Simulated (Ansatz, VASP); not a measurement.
# Two plane-wave programs on PbO2

```
Pb O
1.0
     4.99726    0.00000    0.00000
     0.00000    4.99726    0.00000
     0.00000    0.00000    3.41156
Pb O
2 4
Cartesian
  0.0000 0.0000 0.0000
  2.4986 2.4986 1.7058
  1.5373 1.5373 0.0000
  0.9614 4.0359 1.7058
  3.4600 3.4600 0.0000
  4.0359 0.9614 1.7058
```

Alike in both runs: functional PBEsol; k mesh 8 × 8 × 10; occupations gaussian, width 0.01 eV; no spin polarisation.

Ansatz relaxed the structure, and its values are those at the end. VASP's run is a single point on that final structure, the one shown.

|  | VASP | Ansatz |
| --- | --- | --- |
| version | VASP 6.6.1 | Ansatz 0.2.0 |
| potentials or method | VASP PAW PBE potentials, release 64 (Pb_d, O), cutoff 520 eV | scalar-relativistic, plane waves, PAW |
| valence electrons in the cell | 52 | 52 |

VASP gave:

- gap on the k mesh at the Fermi level (eV): 0.05
- least direct gap on the mesh (eV): 0.08
- pressure (GPa): 0.3
- rms of the force components (eV/Å): 0.004

**Question.** What did Ansatz give for the same quantities?

**Answer.** gap on the k mesh at the Fermi level (eV): 0.05; least direct gap on the mesh (eV): 0.06; pressure (GPa): 0.0; rms of the force components (eV/Å): 0.000.

VASP's potentials were made for PBE, not for PBEsol. With one functional, cell and mesh, what is left measures potentials, basis and numerics.

Neither program's run includes spin-orbit coupling.
